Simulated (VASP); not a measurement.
# In (Im-3m) in VASP: a series of runs, part 3 of 3

VASP 6.6.1. The steps go on from the part before.

## 4. Single point, PBE

Input file INCAR:

```
SYSTEM = In
ALGO = Normal
EDIFF = 1E-7
ENCUT = 520
GGA = PE
ISIF = 2
ISMEAR = -1
LASPH = .TRUE.
LCHARG = .FALSE.
LREAL = .FALSE.
LWAVE = .FALSE.
NBANDS = 12
NELM = 80
PREC = Accurate
SIGMA = 0.05
```

Input file KPOINTS:

```
k-points
0
G
  17 17 17
  0 0 0
```

Input file POSCAR:

```
In
1.0
   -1.6096958417      1.6096958417      1.6096958417
    1.6096958417     -1.6096958417      1.6096958417
    1.6096958417      1.6096958417     -1.6096958417
In
1
Direct
    0.0000000000      0.0000000000      0.0000000000
```

Potentials or basis: VASP PAW PBE potentials, release 64 (In_d).

Run with:

```sh
> cat potpaw_PBE.64/In_d/POTCAR > POTCAR
> mpirun -np 1 vasp_std > vasp.out
```

OUTCAR:

```text
SYSTEM = In
   EDIFF = 1E-7
   ENCUT = 520
   GGA = PE
   ISIF = 2
   ISMEAR = -1
   LASPH = .TRUE.
   LREAL = .FALSE.
   NELM = 80
   PREC = Accurate

 ion  position               nearest neighbor table
   1  0.000  0.000  0.000-

  LATTYP: Found a body centered cubic cell.
 ALAT       =     3.2193916834

  Lattice vectors:

 A1 = (  -1.6096958417,   1.6096958417,   1.6096958417)
 A2 = (   1.6096958417,  -1.6096958417,   1.6096958417)
 A3 = (   1.6096958417,   1.6096958417,  -1.6096958417)

Analysis of symmetry for initial positions (statically):
=====================================================================
 Subroutine PRICEL returns:
 Original cell was already a primitive cell.

 Routine SETGRP: Setting up the symmetry group for a
 body centered cubic supercell.

 Subroutine GETGRP returns: Found 48 space group operations
 (whereof 48 operations were pure point group operations)
 out of a pool of 48 trial point group operations.

The static configuration has the point symmetry O_h .

Analysis of symmetry for dynamics (positions and initial velocities):
=====================================================================
 Subroutine PRICEL returns:
 Original cell was already a primitive cell.

 Routine SETGRP: Setting up the symmetry group for a
 body centered cubic supercell.

 Subroutine GETGRP returns: Found 48 space group operations
 (whereof 48 operations were pure point group operations)
 out of a pool of 48 trial point group operations.

The dynamic configuration has the point symmetry O_h .

 Subroutine INISYM returns: Found 48 space group operations
 (whereof 48 operations are pure point group operations),
 and found     1 'primitive' translations

----------------------------------------------------------------------------------------

[... 109 lines left out ...]
     AMIX     =   0.40;   BMIX     =  1.00
     AMIX_MAG =   1.60;   BMIX_MAG =  1.00
  volume/ion in A,a.u.               =      16.68       112.59
  Fermi-wavevector in a.u.,A,eV,Ry     =   1.506464  2.846804 30.877527  2.269434
  Thomas-Fermi vector in A             =   2.617178
   LORBIT       =      0    0 simple, 1 ext, 2 COOP (PROOUT), +10 PAW based schemes
   GGA     = PE    functional components
   LHFCALC =     F    Hartree Fock is set to
   AEXX    =    0.0000 exact exchange contribution
   IVDW    =     0    specifies the selected vdW correction
   LEPSILON=     F    determine dielectric tensor
   LRPA    =     F    only Hartree local field effects (RPA)
 non-spin polarized calculation
  energy-cutoff  :      520.00
  volume of cell :       16.68
 maximum number of plane-waves:       466
 NGX is ok and might be reduce to    24
   NGX = 11   NGY = 11   NGZ = 11

 number of electron      12.9999996 magnetization

 Free energy of the ion-electron system (eV)
  ---------------------------------------------------
  ext. energy  EPLUGINS =         0.00000000
  ---------------------------------------------------
  free energy    TOTEN  =        -1.18180952 eV

  energy without entropy =       -1.17815418  energy(sigma->0) =       -1.17998185

 E-fermi :  14.2659     XC(G=0): -12.5888

 val. band max:       14.2322732803   @ k =  -0.2941  -0.4706   0.0588
 cond. band min:      14.2811799539   @ k =  -0.3529  -0.4706   0.1765
 fundamental gap:      0.0489066736
 Fermi energy:        14.2658897957

 k-point     1 :       0.0000    0.0000    0.0000
  band No.  band energies     occupation
      1      -1.7124      2.00000
      2      -1.7124      2.00000
      3      -1.7124      2.00000
      4      -0.9086      2.00000
      5      -0.9086      2.00000
      6       0.6044      2.00000
      7      27.9983      0.00000
      8      27.9983      0.00000
      9      27.9983      0.00000
     10      31.2865      0.00000
     11      31.2865      0.00000
     12      31.2865      0.00000
[... 331 lines left out ...]
 k-point    24 :       0.1765    0.1765    0.0000
  band No.  band energies     occupation
      1      -1.9191      2.00000
      2      -1.7293      2.00000
      3      -1.0784      2.00000
      4      -1.0660      2.00000
      5      -0.8657      2.00000
      6       3.9155      2.00000
      7      19.2309      0.00000
      8      19.6693      0.00000
      9      24.1355      0.00000
     10      28.5575      0.00000
     11      30.7627      0.00000
     12      33.0782      0.00000

 [... further k-points ...]
[... 5 lines left out ...]
  --------------------------------------------------------------------------------------
  -------------------------------------------------------------------------------------
  Total        6.8867951      6.8867951      6.8867951      0.0000000      0.0000000     -0.0000000
  in kB      661.3575034    661.3575034    661.3575034      0.0000000      0.0000000     -0.0000000
  external PRESSURE =     661.3575034 kB  Pullay stress =       0.0000000 kB

 VOLUME and BASIS-vectors are now :
 -----------------------------------------------------------------------------
  energy-cutoff  :      520.00
  volume of cell :       16.68
      direct lattice vectors                 reciprocal lattice vectors
    -1.609695842  1.609695842  1.609695842     0.000000000  0.310617688  0.310617688
     1.609695842 -1.609695842  1.609695842     0.310617688  0.000000000  0.310617688
     1.609695842  1.609695842 -1.609695842     0.310617688  0.310617688  0.000000000

 POSITION                                       TOTAL-FORCE (eV/Angst)
 -----------------------------------------------------------------------------------
      0.00000      0.00000      0.00000         0.000000      0.000000      0.000000
 -----------------------------------------------------------------------------------
    total drift:                               -0.000000      0.000000      0.000000

  FREE ENERGIE OF THE ION-ELECTRON SYSTEM (eV)
  ---------------------------------------------------
  free  energy   TOTEN  =        -1.1818095221 eV

  energy  without entropy=       -1.1781541826  energy(sigma->0) =       -1.17998185
```

OSZICAR:

```text
N       E                     dE             d eps       ncg     rms          rms(c)
DAV:   1     0.771439599879E+02    0.77144E+02   -0.63272E+03  4060   0.159E+03
DAV:   2     0.188872290751E+01   -0.75255E+02   -0.72653E+02  4160   0.305E+02
DAV:   3    -0.122699876152E+01   -0.31157E+01   -0.31019E+01  4704   0.630E+01
DAV:   4    -0.128535482410E+01   -0.58356E-01   -0.58336E-01  4756   0.798E+00
DAV:   5    -0.128772529944E+01   -0.23705E-02   -0.23704E-02  5388   0.148E+00    0.599E+00
DAV:   6    -0.120950464177E+01    0.78221E-01   -0.76143E-02  5148   0.713E+00    0.297E+00
DAV:   7    -0.118401445085E+01    0.25490E-01   -0.26050E-02  6436   0.393E+00    0.522E-01
DAV:   8    -0.118180898936E+01    0.22055E-02   -0.16657E-03  4792   0.756E-01    0.715E-02
DAV:   9    -0.118180789794E+01    0.10914E-05   -0.24246E-05  5784   0.685E-02    0.158E-02
DAV:  10    -0.118181103112E+01   -0.31332E-05   -0.17939E-06  5812   0.258E-02    0.640E-03
DAV:  11    -0.118180977185E+01    0.12593E-05   -0.16344E-07  3972   0.502E-03    0.244E-03
DAV:  12    -0.118180957586E+01    0.19599E-06   -0.20815E-08  2460   0.198E-03    0.120E-04
DAV:  13    -0.118180952208E+01    0.53783E-07   -0.36561E-09  2252   0.840E-04
   1 F= -.11818095E+01 E0= -.11799819E+01  d E =-.365534E-02
```

stdout:

```text
POSCAR found type information on POSCAR In
 POSCAR found :  1 types and       1 ions
 scaLAPACK will be used
 LDA part: xc-table for (Slater+PW92), standard interpolation
 POSCAR, INCAR and KPOINTS ok, starting setup
 FFT: planning ... GRIDC
 FFT: planning ... GRID_SOFT
 FFT: planning ... GRID
 WAVECAR not read
 entering main loop
```

Wall time 17 s (1 thread of Intel Xeon 6975P-C, shared host); peak memory 0.16 GiB.

Results:

```
Free energy : -1.1818 eV
Pressure    : 66.1 GPa
```

Levels at points of the mesh, in eV from the Fermi level:
| k point | band 4 | band 5 | band 6 | band 7 | band 8 | band 9 |
| --- | --- | --- | --- | --- | --- | --- |
| (0.00, 0.00, 0.00) | -15.17 | -15.17 | -13.66 | 13.73 | 13.73 | 13.73 |

Caveat: spin-orbit coupling is left out, which moves the levels of the heavy elements.

## 5. Single point, PBE

This run uses another cell than the first one, of 27.78 Å³/atom, 1.667 times its volume.

Input file INCAR:

```
SYSTEM = In
PREC = Accurate
ENCUT = 520
EDIFF = 1E-6
ISMEAR = -1
SIGMA = 0.05
LREAL = .FALSE.
LASPH = .TRUE.
NELM = 100
ALGO = Normal
ISIF = 2
LWAVE = .FALSE.
LCHARG = .FALSE.
GGA = PE
NBANDS = 12
```

Input file KPOINTS:

```
regular mesh
0
G
  17 17 17
  0 0 0
```

Input file POSCAR:

```
In
1.0
   -1.9078682197      1.9078682197      1.9078682197
    1.9078682197     -1.9078682197      1.9078682197
    1.9078682197      1.9078682197     -1.9078682197
In
1
Direct
    0.0000000000      0.0000000000      0.0000000000
```

Run with:

```sh
> cat potpaw_PBE.64/In_d/POTCAR > POTCAR
> mpirun -np 1 vasp_std > vasp.out
```

Wall time 35 s (1 thread of Intel Xeon 6975P-C, shared host); peak memory 0.19 GiB.

Results (log left out):

```
Free energy : -2.5522 eV
Pressure    : 0.0 GPa
```

Levels at points of the mesh, in eV from the Fermi level:
```
           k point  band 3  band 4  band 5  band 6  band 7  band 8  band 9  band 10
(0.00, 0.00, 0.00)  -14.65  -14.41  -14.41   -9.16   10.44   10.44   10.44    12.79
```

Caveat: spin-orbit coupling is left out, which moves the levels of the heavy elements.

## 6. The runs side by side

| cell | gap on the mesh (eV) | pressure (GPa) |
| --- | --- | --- |
| a = 2.787 Å, angles 109.5°, 1 atom | none | 66.4 |
| a = 2.788 Å, angles 109.5°, 1 atom | none | 66.1 |
| a = 3.305 Å, angles 109.5°, 1 atom | none | 0.0 |

Alike in all rows: task single point; level PBE; potentials or basis VASP PAW PBE potentials, release 64 (In_d); no spin polarisation; k mesh 17 × 17 × 17; cutoff (eV) 520; smearing fermi-dirac 0.05 eV.

Caveats: spin-orbit coupling is left out, which moves the levels of the heavy elements.

Absolute energies hang on the potentials; compare differences alone.
